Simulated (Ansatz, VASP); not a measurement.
# TaTeI2: VASP beside Ansatz

```
Ta Te I
1.0
     4.35864    0.00000    0.00000
     0.00000    5.27420    0.00000
     0.00000    0.00000    6.40163
Ta Te I
1 1 2
Direct
  0.50000 0.50000 0.00000
  0.00000 0.00000 0.00000
  0.00000 0.50000 0.72043
  0.00000 0.50000 0.27957
```

Alike in both runs: task single point; functional PBE; k mesh 4 × 4 × 4; occupations gaussian, width 0.1 eV; no spin polarisation.

|  | VASP | Ansatz |
| --- | --- | --- |
| version | VASP 6.6.1 | Ansatz 0.2.0 |
| potentials or method | VASP PAW PBE potentials, release 64 (Ta_pv, Te, I), cutoff 520 eV | scalar-relativistic, plane waves, PAW |
| valence electrons in the cell | 31 | 63 |

```tsv
	VASP	Ansatz	Ansatz less VASP
gap on the k mesh at the Fermi level (eV)	none	none	-
pressure (GPa)	4.2	4.3	+0.04
traceless stress, the component that is largest in VASP (GPa)	12.23	12.29	+0.056
rms of the force components (eV/Å)	0.663	0.669	+0.0056
```

Atom by atom the forces differ by 0.006 eV/Å (rms over components). A gap of «none» marks a metal or a gap that the smearing closes. VASP's potentials hold 31 valence electrons a cell and Ansatz's 63, so a difference there can come from the potentials and not from the codes.

The k mesh is coarse, so the values compare programs but aren't converged. Spin-orbit coupling is off throughout.
